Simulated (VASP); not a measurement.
The system is GaAs.

```
Ga As
1.0
     0.00000    2.80169    2.80169
     2.80169    0.00000    2.80169
     2.80169    2.80169    0.00000
Ga As
1 1
Direct
  0.00000 0.00000 0.00000
  0.75000 0.75000 0.75000
```

Base run:

```yaml
Program: VASP 6.6.1
Functional: LDA
Potentials_or_basis: VASP PAW LDA potentials, release 64 (Ga_d, As)
Cutoff: 520 eV
k_mesh: 12 × 12 × 12
Occupations: gaussian, width 0.02 eV
Spin: no spin polarisation
```

Its results: band gap on the k mesh 0.54 eV, direct; pressure 0.3 GPa.

Q: The run is repeated on the same cell with these changes: k mesh from 12 × 12 × 12 to 12 × 12 × 12, shifted; further incar settings from ALGO = Normal; EDIFF = 1e-07; NBANDS = 16 to ALGO = Normal; EDIFF = 1e-07; NBANDS = 16; ISYM = 0. What comes out?

A: Band gap on the k mesh 0.98 eV, direct; pressure 0.3 GPa.

A k mesh can miss the band edges.
